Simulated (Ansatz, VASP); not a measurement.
# One calculation of CoBi, two programs

Contents of INCAR:

```
SYSTEM = CoBi
PREC = Accurate
ENCUT = 520
EDIFF = 1E-8
ISMEAR = -1
SIGMA = 0.05
LREAL = .FALSE.
LASPH = .TRUE.
NELM = 150
ALGO = Normal
ISIF = 2
LWAVE = .FALSE.
LCHARG = .FALSE.
ISPIN = 2
MAGMOM = 2 0
LORBIT = 11
LMAXMIX = 4
GGA = PE
LEFG = .TRUE.
NBANDS = 23
```

KPOINTS

```
Automatic mesh
0
G
  13 13 13
  0 0 0
```

File POSCAR:

```
CoBi
1.0
    0.0000000000      2.7139376789      2.6733305565
    2.7139376789      0.0000000000      2.6733305565
    2.7139376789      2.7139376789      0.0000000000
Co Bi
1 1
Direct
    0.0000000000      0.0000000000      0.0000000000
    0.5000000000      0.5000000000      0.5000000000
```

Input for Ansatz:

```yaml
crystal:
  lattice:
    - [0.0, 2.7139376789, 2.6733305565]
    - [2.7139376789, 0.0, 2.6733305565]
    - [2.7139376789, 2.7139376789, 0.0]
  atoms:
    - { symbol: Co, position: [0.0, 0.0, 0.0], spin: 2.0 }
    - { symbol: Bi, position: [0.5, 0.5, 0.5] }
magnetization:
  spin_polarized: true
kpoints:
  mp_grid: { grid: [13, 13, 13] }
scf:
  occupations: { method: fermi_dirac, width: 0.05 }
hamiltonian:
  xc: pbe
  pseudopotentials: { kind: all_electron, datasets: crystal }
output:
  forces: true
  stress: true
  eigenvalues: true
  efg: { contact_densities: true }
```

Change from the starting cell: z stretched by -1 % at fixed volume, crystal datasets.

Alike in both runs: task electric field gradients; functional PBE; k mesh 13 × 13 × 13; occupations fermi-dirac, width 0.05 eV; collinear spin.

|  | VASP | Ansatz |
| --- | --- | --- |
| version | VASP 6.6.1 | Ansatz 0.2.0 |
| potentials or method | VASP PAW PBE potentials, release 64 (Co, Bi_d), cutoff 520 eV | all-electron PAW with datasets made for the crystal, scalar-relativistic |

Ansatz gave:

* pressure (GPa): 0.1
* traceless stress, the component that is largest in VASP (GPa): 1.23
* net moment per atom (μB): 0.28
* size of the moment on the site where the two differ most (μB): 0.60
* size of Vzz on the site where it differs most (V/Å²): 1.4

Task: What did VASP give for the same quantities?

Result: Pressure (GPa): 0.0; traceless stress, the component that is largest in VASP (GPa): 1.22; net moment per atom (μB): 0.27; size of the moment on the site where the two differ most (μB): 0.58; size of Vzz on the site where it differs most (V/Å²): 3.1.

Site moments also hang on the region over which each program counts them. Ansatz ran all-electron here, and VASP with PAW potentials. Ansatz's warnings: printed levels off.

Spin-orbit coupling is off throughout.
